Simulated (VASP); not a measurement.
Here is a VASP 6.6.1 calculation.

The input INCAR:

```
  PREC = Accurate
  ENCUT = 520
  EDIFF = 1E-7
  ISMEAR = -1
  SIGMA = 0.05
  LREAL = False
  LASPH = True
  NELM = 80
  ALGO = Normal
  ISIF = 2
  LWAVE = False
  LCHARG = False
  GGA = PS
  NBANDS = 18
```

File KPOINTS:

```
Automatic mesh
0
Gamma
  8 8 6
```

File POSCAR:

```
CuAu
1.0
    2.8107494552      0.0000000000      0.0000000000
    0.0000000000      2.8107494552      0.0000000000
    0.0000000000      0.0000000000      3.7218500000
Au Cu
1 1
Direct
    0.0000000000      0.0000000000      0.0000000000
    0.5000000000      0.5000000000      0.5000000000
```

Potentials or basis: VASP PAW PBE potentials, release 64 (Au, Cu).

Launch:

```bash
$ cat potpaw_PBE.64/Au/POTCAR potpaw_PBE.64/Cu/POTCAR > POTCAR
$ mpirun -np 1 vasp_std > vasp.out
```

What does it give for the band gap on the k mesh?

Zero (band 11 reaches 13.74 eV, above the bottom of band 12 at 6.47 eV).

What does it give for the pressure?

-4.8 GPa.

Stress tensor (GPa, compression positive):
```
-4.10  0.00  0.00
 0.00 -4.10  0.00
 0.00  0.00 -6.24
```

Caveat: the PAW data sets were made with another functional, which shifts forces and pressure a little; spin-orbit coupling is left out, which moves the levels of the heavy elements.
